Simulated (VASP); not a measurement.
# BAs5 (P6/mmm) in VASP: single point with PBE

Aim: the single point of BAs5 with PBE.

Program: VASP 6.6.1. These are calculated values, not measurements. Logs are shortened: lines on timing, memory, paths and dates and some standing lists are left out, and cuts for length are marked.

### 1 The cell of the first run

Symmetry: P6/mmm, No. 191, hexagonal system. Conventional cell: a = 5.368 Å, b = 5.368 Å, c = 7.036 Å, α = 90.00°, β = 90.00°, γ = 120.00°. Within 2.5 Å of B (site symmetry 6/mmm) lie 2 As at 1.88 Å. Within 3.5 Å of As (site symmetry mmm) lie 8 As at 2.68 to 3.15 Å. As (site symmetry 6mm) has 1 B at 1.88 Å within 2.5 Å.

The cell was built from a structure type or drawn by symmetry, and may not be a known phase.

### 2 Single point, PBE

File INCAR:

```
ALGO     = Normal         # electronic algorithm
EDIFF    = 1E-6           # SCF threshold, eV
ENCUT    = 600            # plane-wave cutoff, eV
GGA      = PE             # functional
GGA_COMPAT= False        
ISIF     = 2              # what is computed and relaxed
ISMEAR   = 0              # smearing method
LASPH    = True           # aspherical terms in the spheres
LCHARG   = False          # write CHGCAR
LREAL    = False          # projectors in reciprocal space
LWAVE    = False          # write WAVECAR
NBANDS   = 48             # bands
NELM     = 120            # most SCF steps
PREC     = Accurate       # precision mode
SIGMA    = 0.1            # smearing width, eV
```

File KPOINTS:

```
k-points
0
Gamma
  6 6 2
```

File POSCAR:

```
BAs5
1.0
    5.3675117754     -0.0000000037      0.0000000000
   -2.6837558845      4.6484015545      0.0000000000
    0.0000000000      0.0000000000      7.0363931275
B As
1 5
Direct
    0.0000000000      0.0000000000      0.0000000000
    0.5000000000      0.0000000000      0.5000000000
    0.0000000000      0.5000000000      0.5000000000
    0.5000000000      0.5000000000      0.5000000000
    0.0000000000      0.0000000000      0.2669094388
    0.0000000000      0.0000000000      0.7330905612
```

Potentials or basis: VASP PAW PBE potentials, release 64 (B, As_d).

Started as:

```console
$ cat potpaw_PBE.64/B/POTCAR potpaw_PBE.64/As_d/POTCAR > POTCAR
$ mpirun -np 1 vasp_std > vasp.out
```

OUTCAR:

```text
EDIFF = 1E-6
   ENCUT = 600
   GGA = PE
   ISIF = 2
   ISMEAR = 0
   LASPH = True
   LREAL = False
   NELM = 120
   PREC = Accurate

 ion  position               nearest neighbor table
   1  0.000  0.000  0.000-   5 1.88   6 1.88
   2  0.500  0.000  0.500-   3 2.68   3 2.68   4 2.68   4 2.68
   3  0.000  0.500  0.500-   4 2.68   4 2.68   2 2.68   2 2.68
   4  0.500  0.500  0.500-   3 2.68   3 2.68   2 2.68   2 2.68
   5  0.000  0.000  0.267-   1 1.88
   6  0.000  0.000  0.733-   1 1.88

  LATTYP: Found a hexagonal cell.
 ALAT       =     5.3675117754
 C/A-ratio  =     1.3109227184

  Lattice vectors:

 A1 = (   5.3675117754,  -0.0000000037,   0.0000000000)
 A2 = (  -2.6837558845,   4.6484015545,   0.0000000000)
 A3 = (   0.0000000000,   0.0000000000,   7.0363931275)

Analysis of symmetry for initial positions (statically):
=====================================================================
 Subroutine PRICEL returns:
 Original cell was already a primitive cell.

 Routine SETGRP: Setting up the symmetry group for a
 hexagonal supercell.

 Subroutine GETGRP returns: Found 24 space group operations
 (whereof 24 operations were pure point group operations)
 out of a pool of 24 trial point group operations.

The static configuration has the point symmetry D_6h.

Analysis of symmetry for dynamics (positions and initial velocities):
=====================================================================
 Subroutine PRICEL returns:
 Original cell was already a primitive cell.

 Routine SETGRP: Setting up the symmetry group for a
 hexagonal supercell.

 Subroutine GETGRP returns: Found 24 space group operations
 (whereof 24 operations were pure point group operations)
 out of a pool of 24 trial point group operations.

The dynamic configuration has the point symmetry D_6h.

 Subroutine INISYM returns: Found 24 space group operations
 (whereof 24 operations are pure point group operations),
 and found     1 'primitive' translations

----------------------------------------------------------------------------------------

[... 85 lines left out ...]
   LSORBIT =      F    spin-orbit coupling
   LASPH  =      T    aspherical Exc in radial PAW
   ENCUT  =  600.0 eV  44.10 Ry    6.64 a.u.  10.72 10.72 14.05*2*pi/ulx,y,z
   NELM   =    120;   NELMIN=  2; NELMDL= -5     # of ELM steps
   EDIFF  = 0.1E-05   stopping-criterion for ELM
   LREAL  =      F    real-space projection
   EDIFFG = 0.1E-04   stopping-criterion for IOM
   NSW    =      0    number of steps for IOM
   IBRION =     -1    ionic relax: 0-MD 1-quasi-New 2-CG
   NFREE  =      0    steps in history (QN), initial steepest desc. (CG)
   ISIF   =      2    stress and relaxation
   ISYM   =      2    0-nonsym 1-usesym 2-fastsym
   POTIM  = 0.5000    time-step for ionic-motion
   TEBEG  =    0.0;   TEEND  =   0.0 temperature during run
   PSTRESS=    0.0 pullay stress
   NELECT =      78.0000    total number of electrons
   NUPDOWN=      -1.0000    fix difference up-down
   EMIN   =  10.00;   EMAX   =-10.00  energy-range for DOS
   EFERMI =   0.00;   METHOD = LEGACY
   ISMEAR =     0;   SIGMA  =   0.10  broadening in eV -4-tet -1-fermi 0-gaus
   EFERMI_NEDOS =   21; number of points for ismear=-14 and -15
   IALGO  =     38    algorithm
   IMIX   =      4    mixing-type and parameters
     AMIX     =   0.40;   BMIX     =  1.00
     AMIX_MAG =   1.60;   BMIX_MAG =  1.00
  volume/ion in A,a.u.               =      29.26       197.46
  Fermi-wavevector in a.u.,A,eV,Ry     =   1.249197  2.360639 21.231784  1.560492
  Thomas-Fermi vector in A             =   2.383248
   LORBIT       =      0    0 simple, 1 ext, 2 COOP (PROOUT), +10 PAW based schemes
   GGA     = PE    functional components
   LHFCALC =     F    Hartree Fock is set to
   AEXX    =    0.0000 exact exchange contribution
   IVDW    =     0    specifies the selected vdW correction
   LEPSILON=     F    determine dielectric tensor
   LRPA    =     F    only Hartree local field effects (RPA)
 non-spin polarized calculation
 Gauss-broadening in eV      SIGMA  =   0.10
  energy-cutoff  :      600.00
  volume of cell :      175.56
 maximum number of plane-waves:      5908
 NGX is ok and might be reduce to    48
   NGX = 21   NGY = 21   NGZ = 29

 number of electron      77.9999959 magnetization

 Free energy of the ion-electron system (eV)
  ---------------------------------------------------
  ext. energy  EPLUGINS =         0.00000000
  ---------------------------------------------------
  free energy    TOTEN  =       -24.80712397 eV

  energy without entropy =      -24.77429714  energy(sigma->0) =      -24.79071055

 E-fermi :   0.5178     XC(G=0):  -8.2274

 val. band max:        0.4973535576   @ k =   0.3333  -0.0000   0.5000
 cond. band min:       0.5541128203   @ k =   0.3333   0.1667   0.0000
 fundamental gap:      0.0567592627
 Fermi energy:         0.5177900348

 k-point     1 :       0.0000    0.0000    0.0000
  band No.  band energies     occupation
      1     -35.7060      2.00000
      2     -35.7032      2.00000
      3     -35.7032      2.00000
      4     -35.6499      2.00000
      5     -35.6484      2.00000
      6     -35.6443      2.00000
[... 703 lines left out ...]
     47       4.5794      0.00000
     48       7.4327      0.00000

------------------------ aborting loop because EDIFF is reached ----------------------------------------

  FORCE on cell =-STRESS in cart. coord.  units (eV):
  Direction    XX          YY          ZZ          XY          YZ          ZX
  --------------------------------------------------------------------------------------
  -------------------------------------------------------------------------------------
  Total        0.0446693      0.0446693     -0.2289259     -0.0000000      0.0000000     -0.0000000
  in kB        0.4076549      0.4076549     -2.0891937     -0.0000000      0.0000000     -0.0000000
  external PRESSURE =      -0.4246280 kB  Pullay stress =       0.0000000 kB

 VOLUME and BASIS-vectors are now :
 -----------------------------------------------------------------------------
  energy-cutoff  :      600.00
  volume of cell :      175.56
      direct lattice vectors                 reciprocal lattice vectors
     5.367511775 -0.000000004  0.000000000     0.186306065  0.107563857  0.000000000
    -2.683755885  4.648401555  0.000000000     0.000000000  0.215127714  0.000000000
     0.000000000  0.000000000  7.036393128     0.000000000  0.000000000  0.142118267

 POSITION                                       TOTAL-FORCE (eV/Angst)
 -----------------------------------------------------------------------------------
      0.00000      0.00000      0.00000         0.000000      0.000000      0.000000
      2.68376     -0.00000      3.51820         0.000000      0.000000      0.000000
     -1.34188      2.32420      3.51820         0.000000      0.000000      0.000000
      1.34188      2.32420      3.51820         0.000000      0.000000      0.000000
      0.00000      0.00000      1.87808        -0.000000     -0.000000     -0.048323
      0.00000      0.00000      5.15831        -0.000000      0.000000      0.048323
 -----------------------------------------------------------------------------------
    total drift:                                0.000000     -0.000000     -0.000000

  FREE ENERGIE OF THE ION-ELECTRON SYSTEM (eV)
  ---------------------------------------------------
  free  energy   TOTEN  =       -24.8071239696 eV

  energy  without entropy=      -24.7742971378  energy(sigma->0) =      -24.79071055
```

stdout:

```text
POSCAR found type information on POSCAR B As
 POSCAR found :  2 types and       6 ions
 scaLAPACK will be used
 LDA part: xc-table for (Slater+PW92), standard interpolation
 POSCAR, INCAR and KPOINTS ok, starting setup
 FFT: planning ... GRIDC
 FFT: planning ... GRID_SOFT
 FFT: planning ... GRID
 WAVECAR not read
 entering main loop
```

It took 2.1 min on 1 thread of AMD EPYC 7R13 (Zen 3), shared host; peak memory 0.35 GiB.

What came out:

* Free energy: -24.8071 eV
* Pressure: 0.0 GPa
* Largest force: 0.048 eV/Å
* Band gap on the k mesh: zero (bands 39 and 40 overlap by 0.83 eV)

Forces on the atoms (eV/Å):
```
B    0.000  0.000  0.000
As   0.000  0.000  0.000
As   0.000  0.000  0.000
As   0.000  0.000  0.000
As   0.000  0.000 -0.048
As   0.000  0.000  0.048
```

Levels at points of the mesh, in eV from the Fermi level:
```
           k point  band 37  band 38  band 39  band 40  band 41  band 42
(0.00, 0.00, 0.00)    -0.57    -0.55    -0.46    -0.46     0.40     0.40
(0.50, 0.00, 0.00)    -1.56    -0.49    -0.45    -0.06     0.22     0.69
(0.00, 0.00, 0.50)    -1.73    -1.73     0.37     0.37     1.62     1.62
(0.50, 0.00, 0.50)    -0.93    -0.81    -0.49    -0.06     0.42     1.01
```

Caveat: the k points lie up to 0.45 Å⁻¹ apart, too coarse for converged energies and pressures of a metal.
